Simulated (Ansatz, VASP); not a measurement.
## One calculation of P, two programs

```
CELL_PARAMETERS angstrom
-2.33881 2.33881 2.33881
2.33881 -2.33881 2.33881
2.33881 2.33881 -2.33881
ATOMIC_POSITIONS crystal
P 0.50000 0.00000 0.50000
P 0.00000 0.50000 0.50000
P 0.50000 0.50000 0.00000
```

Alike in both runs: task relaxation of cell and atoms; functional PBE; k mesh 14 × 14 × 14; occupations gaussian, width 0.1 eV; no spin polarisation.

|  | VASP | Ansatz |
| --- | --- | --- |
| version | VASP 6.6.1 | Ansatz 0.2.0 |
| potentials or method | VASP PAW PBE potentials, release 64 (P), cutoff 600 eV | scalar-relativistic, plane waves, PAW |
| valence electrons in the cell | 15 | 15 |

|  | VASP | Ansatz | Ansatz less VASP |
| --- | --- | --- | --- |
| gap on the k mesh at the Fermi level, each at its own relaxed structure (eV) | none | none | - |
| relaxed volume (Å³/atom) | 16.96 | 17.00 | +0.046 |
| relaxed length of the cell vector where the two differ most in proportion (Å) | 4.043 | 4.047 | +0.0036 |

A gap of «none» marks a metal or a gap that the smearing closes.
